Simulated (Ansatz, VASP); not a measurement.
## ScSbTe3: VASP beside Ansatz

INCAR

```
SYSTEM = ScSbTe3
PREC     = Accurate       ! precision mode
ENCUT    = 520            ! plane-wave cutoff, eV
EDIFF    = 1E-6           ! SCF threshold, eV
ISMEAR   = 0              ! smearing method
SIGMA    = 0.1            ! smearing width, eV
LREAL    = .FALSE.        ! projectors in reciprocal space
LASPH    = .TRUE.         ! aspherical terms in the spheres
NELM     = 80             ! most SCF steps
ALGO     = Normal         ! electronic algorithm
ISIF     = 2              ! what is computed and relaxed
LWAVE    = .FALSE.        ! write WAVECAR
LCHARG   = .TRUE.         ! write CHGCAR
GGA      = PE             ! functional
LELF     = .TRUE.         ! ELF
LVHAR    = .TRUE.       
NBANDS   = 25             ! bands
```

The input KPOINTS:

```
Automatic mesh
0
G
  4 4 2
  0 0 0
```

File POSCAR:

```
ScSbTe3
1.0
    4.0591085200      0.0000000000      0.0000000000
    0.0000000000      4.0591085200      0.0000000000
    0.0000000000      0.0000000000      9.4606207700
Sc Sb Te
1 1 3
Direct
    0.5000000000      0.5000000000      0.5000000000
    0.5000000000      0.5000000000      0.0000000000
    0.0000000000      0.0000000000      0.5000000000
    0.0000000000      0.0000000000      0.8773810100
    0.0000000000      0.0000000000      0.1226189900
```

Input for Ansatz:

```yaml
crystal:
  lattice:
    - [4.05910852, 0.0, 0.0]
    - [0.0, 4.05910852, 0.0]
    - [0.0, 0.0, 9.46062077]
  atoms:
    - { symbol: Sc, position: [0.5, 0.5, 0.5] }
    - { symbol: Sb, position: [0.5, 0.5, 0.0] }
    - { symbol: Te, position: [0.0, 0.0, 0.5] }
    - { symbol: Te, position: [0.0, 0.0, 0.87738101] }
    - { symbol: Te, position: [0.0, 0.0, 0.12261899] }
basis:
  ecutwfc: 420
kpoints:
  mp_grid: { grid: [4, 4, 2] }
hamiltonian:
  xc: pbe
scf:
  occupations: { method: gaussian, width: 0.1 }
  lower_state_search: "off"
output:
  forces: true
  stress: true
  eigenvalues: true
```

Alike in both runs: task single point; functional PBE; k mesh 4 × 4 × 2; occupations gaussian, width 0.1 eV; no spin polarisation.

|  | VASP | Ansatz |
| --- | --- | --- |
| version | VASP 6.6.1 | Ansatz 0.2.0 |
| potentials or method | VASP PAW PBE potentials, release 64 (Sc_sv, Sb, Te), cutoff 520 eV | scalar-relativistic, plane waves, PAW |
| valence electrons in the cell | 34 | 74 |

|  | VASP | Ansatz | Ansatz less VASP |
| --- | --- | --- | --- |
| gap on the k mesh at the Fermi level (eV) | none | none | - |
| pressure (GPa) | 12.8 | 12.5 | -0.23 |
| traceless stress, the component that is largest in VASP (GPa) | 12.54 | 12.15 | -0.388 |
| rms of the force components (eV/Å) | 3.489 | 3.393 | -0.0957 |

Atom by atom the forces differ by 0.096 eV/Å (rms over components). A gap of «none» marks a metal or a gap that the smearing closes. The functional is the same, so the differences come from potentials, cutoffs and numerics. VASP's potentials hold 34 valence electrons a cell and Ansatz's 74, so a difference there can come from the potentials and not from the codes.

The k mesh is coarse, so the values compare programs but aren't converged. Neither program's run includes spin-orbit coupling.
